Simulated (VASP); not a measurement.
**GaP: single point with LDA**

**Experimental background.**

From “Stacking defects in GaP nanowires: Electronic structure and optical properties”, 2018, arxiv:1810.01194, for a bulk crystal of GaP at 10 K: band gap 2.34 eV (indirect).

The system is GaP.

```
CELL_PARAMETERS angstrom
3.85409 0.00000 0.00000
1.92704 3.33774 0.00000
1.92704 1.11258 3.14685
ATOMIC_POSITIONS crystal
Ga 0.00000 0.00000 0.00000
P 0.25000 0.25000 0.25000
```

```
Program             : VASP 6.6.1
Task                : single point
Functional          : LDA
Potentials or basis : VASP PAW LDA potentials, release 64 (Ga_d, P)
Cutoff              : 500 eV
k mesh              : 8 × 8 × 8
Occupations         : gaussian, width 0.01 eV
Spin                : no spin polarisation
```

```yaml
Pressure: -2.7 GPa
Band_gap_on_the_k_mesh: 1.49 eV, indirect (least direct gap 1.64 eV)
```

Levels at points of the mesh, in eV from the valence-band top:
| k point | band 5 | band 6 | band 7 | band 8 | band 9 | band 10 | band 11 | band 12 | band 13 | band 14 |
| --- | --- | --- | --- | --- | --- | --- | --- | --- | --- | --- |
| (0.00, 0.00, 0.00) | -14.61 | -12.51 | 0.00 | 0.00 | 0.00 | 1.64 | 3.79 | 3.79 | 3.79 | 8.49 |
| (0.50, 0.00, 0.00) | -14.60 | -10.43 | -6.71 | -1.13 | -1.13 | 1.52 | 4.63 | 4.63 | 8.05 | 10.64 |
| (0.50, 0.50, 0.00) | -14.59 | -9.51 | -6.84 | -2.71 | -2.71 | 1.50 | 1.68 | 10.45 | 10.45 | 10.96 |

Run time: 26 s on 1 thread of Intel Xeon 8259CL, with other jobs on the host, peak memory 0.14 GiB.

A measured gap of GaP is 2.34 eV (indirect; 10 K; quoted in “Stacking defects in GaP nanowires: Electronic structure and optical properties”, 2018, arxiv:1810.01194); the calculated 1.49 eV misses it by -0.85 eV. Spin-orbit coupling on Ga is left out. The value is that of LDA on a finite k mesh, which can miss the band edges, without temperature or zero-point motion. Semilocal functionals fall short of measured gaps as a rule.
